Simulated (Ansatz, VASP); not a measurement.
## Al3B2Sb in VASP and in Ansatz

INCAR

```
  PREC = Accurate
  ENCUT = 600
  EDIFF = 1E-7
  ISMEAR = 0
  SIGMA = 0.2
  LREAL = False
  LASPH = True
  NELM = 60
  ALGO = Normal
  ISIF = 3
  LWAVE = False
  LCHARG = False
  GGA = PE
  IBRION = 2
  NSW = 36
  EDIFFG = -0.08
```

File KPOINTS:

```
Automatic mesh
0
Gamma
  6 6 2
```

File POSCAR:

```
Al3B2Sb
1.0
    3.1500000000      0.0000000000      0.0000000000
   -1.5750000000      2.7279800200      0.0000000000
    0.0000000000      0.0000000000     10.2500000000
Al B Sb
3 2 1
Direct
    0.0000000000      0.0000000000      0.1650000000
    0.0000000000      0.0000000000      0.8350000000
    0.6666666700      0.3333333300      0.5800000000
    0.3333333300      0.6666666700      0.0000000000
    0.6666666700      0.3333333300      0.0000000000
    0.3333333300      0.6666666700      0.3700000000
```

Input for Ansatz:

```yaml
crystal:
  lattice:
    - [3.15, 0.0, 0.0]
    - [-1.575, 2.72798002, 0.0]
    - [0.0, 0.0, 10.25]
  atoms:
    - { symbol: Al, position: [0.0, 0.0, 0.165] }
    - { symbol: Al, position: [0.0, 0.0, 0.835] }
    - { symbol: Al, position: [0.66666667, 0.33333333, 0.58] }
    - { symbol: B, position: [0.33333333, 0.66666667, 0.0] }
    - { symbol: B, position: [0.66666667, 0.33333333, 0.0] }
    - { symbol: Sb, position: [0.33333333, 0.66666667, 0.37] }
basis:
  ecutwfc: 420
kpoints:
  mp_grid: { grid: [6, 6, 2] }
hamiltonian:
  xc: pbe
scf:
  occupations: { method: gaussian, width: 0.2 }
  lower_state_search: "off"
output:
  forces: true
  stress: true
  eigenvalues: true
relax:
  adjacent_minimum: "off"
  f_tol: 0.08
  max_steps: 16
  cell: { stress_tol: 0.8 }
```

Alike in both runs: task relaxation of cell and atoms; functional PBE; k mesh 6 × 6 × 2; occupations gaussian, width 0.2 eV; no spin polarisation.

```csv
,VASP,Ansatz
version,VASP 6.6.1,Ansatz 0.2.0
potentials or method,"VASP PAW PBE potentials, release 64 (Al, B, Sb), cutoff 600 eV","scalar-relativistic, plane waves, PAW"
valence electrons in the cell,20,30
```

|  | VASP | Ansatz | Ansatz less VASP |
| --- | --- | --- | --- |
| gap on the k mesh at the Fermi level, each at its own relaxed structure (eV) | none | none | - |
| relaxed volume (Å³/atom) | 14.75 | 14.72 | -0.030 |
| relaxed cell length with the largest relative difference (Å) | 3.079 | 3.076 | -0.0030 |

A gap of «none» marks a metal or a gap that the smearing closes. VASP's potentials hold 20 valence electrons a cell and Ansatz's 30, so a difference there can come from the potentials and not from the codes.

The k mesh is coarse, so the values compare programs but aren't converged. Spin-orbit coupling is off throughout.
